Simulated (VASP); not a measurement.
Wanted: the native input for a VASP 6.6.1 run.

* Task: single point
* Functional: PBE
* Potentials or basis: VASP PAW PBE potentials, release 64 (Ag, I)
* Cutoff: 500 eV
* k mesh: 6 × 6 × 4
* Occupations: gaussian, width 0.01 eV
* Spin: no spin polarisation
* Dipole correction: no
* Further INCAR settings: ALGO = Normal; EDIFF = 1e-06; NBANDS = 26

The structure of AgI lies in POSCAR:

```
AgI
1.0
    4.6385286616      0.0000000000      0.0000000000
   -2.3192643308      4.0170836571      0.0000000000
    0.0000000000      0.0000000000      7.5870288500
Ag I
2 2
Direct
    0.6666666667      0.3333333333      0.6276573194
    0.3333333333      0.6666666667      0.1276573194
    0.6666666667      0.3333333333      0.0023426806
    0.3333333333      0.6666666667      0.5023426806
```

One way to write it, as run:

INCAR

```
SYSTEM = AgI
PREC = Accurate
ENCUT = 500
EDIFF = 1E-6
ISMEAR = 0
SIGMA = 0.01
LREAL = .False.
LASPH = .True.
NELM = 120
ALGO = Normal
ISIF = 2
LWAVE = .False.
LCHARG = .False.
GGA = PE
NBANDS = 26
GGA_COMPAT = .False.
```

KPOINTS

```
Automatic mesh
0
Gamma
  6 6 4
  0 0 0
```

Potentials or basis: VASP PAW PBE potentials, release 64 (Ag, I).

Run with:

```console
$ cat potpaw_PBE.64/Ag/POTCAR potpaw_PBE.64/I/POTCAR > POTCAR
$ mpirun -np 1 vasp_std > vasp.out
```

Results of the run:

```yaml
Pressure: 0.8 GPa
Band_gap_on_the_k_mesh: 1.37 eV
```

Caveat: spin-orbit coupling is left out, which moves the levels of the heavy elements.

It took 37 s on 1 thread of Intel(R) Xeon(R) 6975P-C (Granite Rapids) (shared host), peak memory 0.28 GiB.
